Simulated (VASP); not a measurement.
# TiAl (Pmmm) in VASP: a series of runs

The runs below take TiAl through single point, with PBEsol.

All numbers are computed with VASP 6.6.1; they aren't measurements. Logs are shortened: lines on timing, memory, paths and dates and some standing lists are left out, and cuts for length are marked.

## Step 1: The cell of the first run

The structure is orthorhombic, space group Pmmm (No. 47). The conventional cell has a = 3.040 Å, b = 3.156 Å, c = 3.272 Å, α = 90.00°, β = 90.00°, γ = 90.00°. Within 3.6 Å of Ti (site symmetry mmm) lie 8 Al at 2.73 Å and 6 Ti at 3.04 to 3.27 Å. Within 3.6 Å of Al (site symmetry mmm) lie 8 Ti at 2.73 Å and 6 Al at 3.04 to 3.27 Å.

## Step 2: Single point, PBEsol (normal strain along x -0.0367, normal strain along y +0.0367)

Contents of INCAR:

```
PREC     = Accurate       # precision mode
ENCUT    = 520            # plane-wave cutoff, eV
EDIFF    = 1E-6           # SCF threshold, eV
ISMEAR   = 0              # smearing method
SIGMA    = 0.15           # smearing width, eV
LREAL    = F              # projectors in reciprocal space
LASPH    = T              # aspherical terms in the spheres
NELM     = 100            # most SCF steps
ALGO     = Fast           # electronic algorithm
ISIF     = 2              # what is computed and relaxed
LWAVE    = F              # write WAVECAR
LCHARG   = F              # write CHGCAR
GGA      = PS             # functional
NBANDS   = 14             # bands
```

Contents of KPOINTS:

```
Automatic mesh
0
Gamma
  14 14 14
```

Contents of POSCAR:

```
TiAl
1.0
    3.0402471496      0.0000000000      0.0000000000
    0.0000000000      3.2719030624      0.0000000000
    0.0000000000      0.0000000000      3.1560751060
Ti Al
1 1
Direct
    0.0000000000      0.0000000000      0.0000000000
    0.5000000000      0.5000000000      0.5000000000
```

Potentials or basis: VASP PAW PBE potentials, release 64 (Ti_sv, Al).

The run is started by

```bash
> cat potpaw_PBE.64/Ti_sv/POTCAR potpaw_PBE.64/Al/POTCAR > POTCAR
> mpirun -np 1 vasp_std > vasp.out
```

OUTCAR:

```text
PREC = Accurate
   ENCUT = 520
   EDIFF = 1E-6
   ISMEAR = 0
   LREAL = F
   LASPH = T
   NELM = 100
   ISIF = 2
   GGA = PS

 ion  position               nearest neighbor table
   1  0.000  0.000  0.000-   2 2.73   2 2.73   2 2.73   2 2.73   2 2.73   2 2.73   2 2.73   2 2.73

   2  0.500  0.500  0.500-   1 2.73   1 2.73   1 2.73   1 2.73   1 2.73   1 2.73   1 2.73   1 2.73

  LATTYP: Found a simple orthorhombic cell.
 ALAT       =     3.0402471496
 B/A-ratio  =     1.0380982041
 C/A-ratio  =     1.0761964082

  Lattice vectors:

 A1 = (  -3.0402471496,   0.0000000000,   0.0000000000)
 A2 = (   0.0000000000,   0.0000000000,   3.1560751060)
 A3 = (   0.0000000000,   3.2719030624,   0.0000000000)

Analysis of symmetry for initial positions (statically):
=====================================================================
 Subroutine PRICEL returns:
 Original cell was already a primitive cell.

 Routine SETGRP: Setting up the symmetry group for a
 simple orthorhombic supercell.

 Subroutine GETGRP returns: Found  8 space group operations
 (whereof  8 operations were pure point group operations)
 out of a pool of  8 trial point group operations.

The static configuration has the point symmetry D_2h.

Analysis of symmetry for dynamics (positions and initial velocities):
=====================================================================
 Subroutine PRICEL returns:
 Original cell was already a primitive cell.

 Routine SETGRP: Setting up the symmetry group for a
 simple orthorhombic supercell.

 Subroutine GETGRP returns: Found  8 space group operations
 (whereof  8 operations were pure point group operations)
 out of a pool of  8 trial point group operations.

The dynamic configuration has the point symmetry D_2h.

 Subroutine INISYM returns: Found  8 space group operations
 (whereof  8 operations are pure point group operations),
 and found     1 'primitive' translations

----------------------------------------------------------------------------------------

                                     Primitive cell

  volume of cell :      31.3947

  direct lattice vectors                    reciprocal lattice vectors
     3.040247150  0.000000000  0.000000000     0.328920627  0.000000000  0.000000000
     0.000000000  3.271903062  0.000000000     0.000000000  0.305632527  0.000000000
     0.000000000  0.000000000  3.156075106     0.000000000  0.000000000  0.316849240

  length of vectors
[... 93 lines left out ...]
   NELECT =      15.0000    total number of electrons
   NUPDOWN=      -1.0000    fix difference up-down
   EMIN   =  10.00;   EMAX   =-10.00  energy-range for DOS
   EFERMI =   0.00;   METHOD = LEGACY
   ISMEAR =     0;   SIGMA  =   0.15  broadening in eV -4-tet -1-fermi 0-gaus
   EFERMI_NEDOS =   21; number of points for ismear=-14 and -15
   IALGO  =     68    algorithm
   IMIX   =      4    mixing-type and parameters
     AMIX     =   0.40;   BMIX     =  1.00
     AMIX_MAG =   1.60;   BMIX_MAG =  1.00
  volume/ion in A,a.u.               =      15.70       105.93
  Fermi-wavevector in a.u.,A,eV,Ry     =   1.279832  2.418532 22.285941  1.637970
  Thomas-Fermi vector in A             =   2.412295
   LORBIT       =      0    0 simple, 1 ext, 2 COOP (PROOUT), +10 PAW based schemes
   GGA     = PS    functional components
   LHFCALC =     F    Hartree Fock is set to
   AEXX    =    0.0000 exact exchange contribution
   IVDW    =     0    specifies the selected vdW correction
   LEPSILON=     F    determine dielectric tensor
   LRPA    =     F    only Hartree local field effects (RPA)
 non-spin polarized calculation
 RMM-DIIS sequential band-by-band and
 Gauss-broadening in eV      SIGMA  =   0.15
  energy-cutoff  :      520.00
  volume of cell :       31.39
 maximum number of plane-waves:       862
 NGX is ok and might be reduce to    24
   NGX = 11   NGY = 13   NGZ = 11

 number of electron      15.0000002 magnetization

 Free energy of the ion-electron system (eV)
  ---------------------------------------------------
  ext. energy  EPLUGINS =         0.00000000
  ---------------------------------------------------
  free energy    TOTEN  =       -12.99598414 eV

  energy without entropy =      -12.96876441  energy(sigma->0) =      -12.98237427

 E-fermi :   8.8900     XC(G=0): -11.2890

 val. band max:        8.8893737919   @ k =   0.0000   0.1429   0.2857
 cond. band min:       8.8925375655   @ k =   0.5000   0.0000   0.2143
 fundamental gap:      0.0031637736
 Fermi energy:         8.8899640204

 k-point     1 :       0.0000    0.0000    0.0000
  band No.  band energies     occupation
      1     -47.6889      2.00000
      2     -24.0370      2.00000
      3     -23.9932      2.00000
      4     -23.9270      2.00000
      5      -0.4418      2.00000
      6       7.3417      2.00000
      7       7.5059      2.00000
      8      10.5804      0.00000
      9      10.8009      0.00000
     10      10.9647      0.00000
     11      12.4803      0.00000
     12      13.4341      0.00000
     13      14.5201      0.00000
     14      17.7924      0.00000
[... 377 lines left out ...]
      1     -47.6609      2.00000
      2     -24.1843      2.00000
      3     -24.0353      2.00000
      4     -23.9666      2.00000
      5       3.3488      2.00000
      6       4.0750      2.00000
      7       8.3379      2.00000
      8       8.5140      1.99961
      9       9.1623      0.01024
     10      10.6035      0.00000
     11      12.3660      0.00000
     12      15.2377      0.00000
     13      16.1933      0.00000
     14      18.1279      0.00000

 [... further k-points ...]

------------------------ aborting loop because EDIFF is reached ----------------------------------------

  FORCE on cell =-STRESS in cart. coord.  units (eV):
  Direction    XX          YY          ZZ          XY          YZ          ZX
  --------------------------------------------------------------------------------------
  -------------------------------------------------------------------------------------
  Total       -0.1683308      0.5704280     -0.1942607      0.0000000      0.0000000     -0.0000000
  in kB       -8.5904824     29.1108443     -9.9137697      0.0000000      0.0000000     -0.0000000
  external PRESSURE =       3.5355308 kB  Pullay stress =       0.0000000 kB

 VOLUME and BASIS-vectors are now :
 -----------------------------------------------------------------------------
  energy-cutoff  :      520.00
  volume of cell :       31.39
      direct lattice vectors                 reciprocal lattice vectors
     3.040247150  0.000000000  0.000000000     0.328920627  0.000000000  0.000000000
     0.000000000  3.271903062  0.000000000     0.000000000  0.305632527  0.000000000
     0.000000000  0.000000000  3.156075106     0.000000000  0.000000000  0.316849240

 POSITION                                       TOTAL-FORCE (eV/Angst)
 -----------------------------------------------------------------------------------
      0.00000      0.00000      0.00000         0.000000      0.000000      0.000000
      1.52012      1.63595      1.57804         0.000000      0.000000      0.000000
 -----------------------------------------------------------------------------------
    total drift:                                0.000000      0.000000      0.000000

  FREE ENERGIE OF THE ION-ELECTRON SYSTEM (eV)
  ---------------------------------------------------
  free  energy   TOTEN  =       -12.9959841398 eV

  energy  without entropy=      -12.9687644059  energy(sigma->0) =      -12.98237427
```

OSZICAR:

```text
N       E                     dE             d eps       ncg     rms          rms(c)
DAV:   1     0.996786897886E+02    0.99679E+02   -0.71090E+03 14360   0.109E+03
DAV:   2    -0.910975158939E+01   -0.10879E+03   -0.10470E+03 14720   0.302E+02
DAV:   3    -0.145465801823E+02   -0.54368E+01   -0.52824E+01 21812   0.649E+01
[... 15 lines left out ...]
RMM:  19    -0.129959776535E+02   -0.38719E-05   -0.37942E-05 18099   0.295E-02    0.297E-03
RMM:  20    -0.129959805248E+02   -0.28713E-05   -0.28578E-05 16272   0.200E-02    0.144E-03
RMM:  21    -0.129959821121E+02   -0.15873E-05   -0.15730E-05 14466   0.144E-02    0.505E-04
RMM:  22    -0.129959833749E+02   -0.12628E-05   -0.13082E-05 12931   0.119E-02    0.260E-04
RMM:  23    -0.129959841398E+02   -0.76495E-06   -0.77616E-06 12375   0.103E-02
   1 F= -.12995984E+02 E0= -.12982374E+02  d E =-.272197E-01
```

Wall time 94 s (1 thread of Intel Xeon 6975P-C (Granite Rapids), shared host); peak memory 0.33 GiB.

What came out:

- Free energy: -12.9960 eV
- Pressure: 0.4 GPa

Caveat: the cell differs from its parent crystal (normal strain along x -0.0367, normal strain along y +0.0367); the PAW data sets were made with another functional, which shifts forces and pressure a little.

## Step 3: Single point, PBEsol (normal strain along x +0.0367, normal strain along y +0.0733)

Contents of INCAR:

```
PREC = Accurate
ENCUT = 520
EDIFF = 1E-6
ISMEAR = 0
SIGMA = 0.15
LREAL = F
LASPH = T
NELM = 100
ALGO = Fast
ISIF = 2
LWAVE = F
LCHARG = F
GGA = PS
NBANDS = 14
```

Contents of KPOINTS:

```
regular mesh
0
Gamma
  14 14 14
```

Contents of POSCAR:

```
TiAl
1.0
    3.2719030624      0.0000000000      0.0000000000
    0.0000000000      3.3874154113      0.0000000000
    0.0000000000      0.0000000000      3.1560751060
Ti Al
1 1
Direct
    0.0000000000      0.0000000000      0.0000000000
    0.5000000000      0.5000000000      0.5000000000
```

Potentials or basis: VASP PAW PBE potentials, release 64 (Ti_sv, Al).

The run is started by

```bash
> cat potpaw_PBE.64/Ti_sv/POTCAR potpaw_PBE.64/Al/POTCAR > POTCAR
> mpirun -np 1 vasp_std > vasp.out
```

Wall time 2.2 min (1 thread of Intel Xeon 6975P-C (Granite Rapids), shared host); peak memory 0.35 GiB.

It converged, with:

- Free energy: -12.8764 eV
- Pressure: -10.1 GPa

Stress tensor (GPa, compression positive):
```
-11.03   0.00   0.00
  0.00  -7.71   0.00
  0.00   0.00 -11.41
```

Levels at points of the mesh, in eV from the Fermi level:
```
           k point  band 4  band 5  band 6  band 7  band 8  band 9  band 10  band 11  band 12  band 13
(0.00, 0.00, 0.00)  -33.06   -8.85   -1.29   -1.16    1.48    1.66     1.80     3.20     4.05     5.02
(0.50, 0.00, 0.00)  -33.05   -5.86   -4.91   -0.46   -0.23    0.52     1.83     2.69     6.36     8.00
(0.00, 0.50, 0.00)  -33.05   -6.15   -4.99   -0.52    0.11    0.50     1.92     2.34     6.50     8.55
(0.50, 0.50, 0.00)  -33.04   -4.98   -2.26   -2.09   -1.43    0.90     0.95     2.32     3.91     4.12
(0.00, 0.00, 0.50)  -33.10   -5.53   -4.82   -0.36   -0.19    0.16     1.71     3.05     6.44     8.07
(0.50, 0.00, 0.50)  -33.12   -4.52   -1.94   -1.75   -1.25    0.40     0.48     2.60     4.23     4.55
(0.00, 0.50, 0.50)  -33.09   -4.73   -2.18   -1.82   -1.33    0.61     0.74     2.41     4.18     4.32
(0.50, 0.50, 0.50)  -33.20   -2.81   -2.79   -2.79    0.25    2.40     2.62     2.67     2.74     2.85
```

Caveat: the cell differs from its parent crystal (normal strain along x +0.0367, normal strain along y +0.0733); the PAW data sets were made with another functional, which shifts forces and pressure a little.
